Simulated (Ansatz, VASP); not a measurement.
# Two plane-wave programs on GaN

File POSCAR:

```
GaN
1.0
    0.0000000000      2.3757934649      2.3757934649
    2.3757934649      0.0000000000      2.3757934649
    2.3757934649      2.3757934649      0.0000000000
Ga N
1 1
Direct
    0.0000000000      0.0000000000      0.0000000000
    0.2500000000      0.2500000000      0.2500000000
```

File INCAR.step1:

```
PREC     = Accurate       # precision mode
ENCUT    = 520            # plane-wave cutoff, eV
EDIFF    = 1E-5           # SCF threshold, eV
ISMEAR   = 0              # smearing method
SIGMA    = 0.01           # smearing width, eV
LREAL    = False          # projectors in reciprocal space
LASPH    = True           # aspherical terms in the spheres
NELM     = 100            # most SCF steps
ALGO     = Normal         # electronic algorithm
ISIF     = 2              # what is computed and relaxed
LWAVE    = True           # write WAVECAR
LCHARG   = False          # write CHGCAR
GGA      = PE             # functional
NBANDS   = 16             # bands
```

INCAR.step2

```
PREC     = Accurate       # precision mode
ENCUT    = 520            # plane-wave cutoff, eV
EDIFF    = 1E-6           # SCF threshold, eV
ISMEAR   = 0              # smearing method
SIGMA    = 0.01           # smearing width, eV
LREAL    = False          # projectors in reciprocal space
LASPH    = True           # aspherical terms in the spheres
NELM     = 100            # most SCF steps
ALGO     = Normal         # electronic algorithm
ISIF     = 2              # what is computed and relaxed
LWAVE    = False          # write WAVECAR
LCHARG   = False          # write CHGCAR
GGA      = PE             # functional
LHFCALC  = True           # exact exchange
HFSCREEN = 0.2079         # screening, 1/A
PRECFOCK = Normal       
ISTART   = 1            
NBANDS   = 16             # bands
```

Contents of KPOINTS:

```
Automatic mesh
0
Gamma
  6 6 6
```

Input for Ansatz:

```yaml
crystal:
  lattice:
    - [0.0, 2.3757934649, 2.3757934649]
    - [2.3757934649, 0.0, 2.3757934649]
    - [2.3757934649, 2.3757934649, 0.0]
  atoms:
    - { symbol: Ga, position: [0.0, 0.0, 0.0] }
    - { symbol: "N", position: [0.25, 0.25, 0.25] }
kpoints:
  mp_grid: { grid: [6, 6, 6] }
  band_path:
    path:
      - [0.0, 0.0, 0.0]
      - [-0.5, -0.5, 0.0]
      - [-0.375, -0.375, 0.25]
      - [-0.375, 0.0, 0.375]
      - [0.0, 0.0, 0.5]
      - [-0.5, -0.25, 0.25]
    npoints: 1
hamiltonian:
  xc: hse06
scf:
  occupations: { method: fixed }
  n_extra_bands: 4
output:
  forces: true
  stress: true
  eigenvalues: true
```

Change from the starting cell: hydrostatic strain +5.6%.

Alike in both runs: task single point; functional HSE06; k mesh 6 × 6 × 6; no spin polarisation.

```csv
,VASP,Ansatz
version,VASP 6.6.1,Ansatz 0.2.0
potentials or method,"VASP PAW PBE potentials, release 64 (Ga_d, N)","plane waves, PAW"
plane-wave cutoff (eV),520,420
occupations,"gaussian, width 0.01 eV",fixed
valence electrons in the cell,18,18
```

Ansatz gave:

| Property | Result |
| --- | --- |
| gap on the k mesh at the Fermi level (eV) | 1.79 |
| pressure (GPa) | -23.0 |

Problem. What did VASP give for the same quantities?

Solution. gap on the k mesh at the Fermi level (eV): 1.79; pressure (GPa): -22.7.

Ansatz's warnings: stress exchange threshold loose, stress scf threshold loose.
